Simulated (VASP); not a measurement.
**TaN: electric field gradients with PBE**

TaN:

```xyz
4
Lattice="3.0500 0.0000 0.0000 -1.5250 2.6414 0.0000 0.0000 0.0000 5.0388" Properties=species:S:1:pos:R:3 pbc="T T T"
Ta    0.0000    1.7609    0.0000
Ta    1.5250    0.8805    2.5194
N     0.0000    1.7609    1.9399
N     1.5250    0.8805    4.4593
```

This cell differs from its parent crystal: zz strain of +2 %.

```json
{"Program": "VASP 6.6.1", "Task": "electric field gradients", "Functional": "PBE", "Potentials or basis": "VASP PAW PBE potentials, release 64 (Ta_pv, N)", "Cutoff": "520 eV", "k mesh": "9 × 9 × 5", "Occupations": "fermi-dirac, width 0.01 eV", "Spin": "no spin polarisation", "Dipole correction": "no", "Further INCAR settings": "ALGO = Normal; EDIFF = 1e-08; NBANDS = 24"}
```

| Property | Result |
| --- | --- |
| Pressure | 127.5 GPa |
| Largest force | 3.334 eV/Å |
| Band gap on the k mesh | zero (band 16 reaches 10.17 eV, above the bottom of band 17 at 7.94 eV) |

Forces in eV/Å, atoms in the order of the input:
```
Ta   0.000  0.000  3.334
Ta   0.000  0.000  3.334
N    0.000  0.000 -3.334
N    0.000  0.000 -3.334
```

Stress tensor (GPa, compression positive):
```
138.57   0.00   0.00
  0.00 138.57   0.00
  0.00   0.00 105.39
```

Levels at points of the mesh, in eV from the Fermi level:
| k point | band 14 | band 15 | band 16 | band 17 | band 18 | band 19 |
| --- | --- | --- | --- | --- | --- | --- |
| (0.00, 0.00, 0.00) | -7.72 | -0.70 | -0.70 | -0.44 | 2.17 | 2.59 |

Electric field gradients, principal values (V/Å²):
| atom | least | middle | greatest (by size) |
| --- | --- | --- | --- |
| 1 Ta | -72.013 | -72.014 | 144.027 |
| 2 Ta | -72.013 | -72.014 | 144.027 |
| 3 N | -5.087 | -5.088 | 10.175 |
| 4 N | -5.087 | -5.088 | 10.175 |

It took 45 s on 1 thread of AMD EPYC 7R13, on a shared host, peak memory 0.15 GiB.

Caveat: the cell differs from its parent crystal (zz strain of +2 %); without QUAD_EFG the Cq values of the log hold for a quadrupole moment of 1 mb, not for the nuclei; spin-orbit coupling is left out, which moves the levels of the heavy elements; forces of over 1 eV/Å act on the atoms, so gaps and moduli don't describe the material at rest.
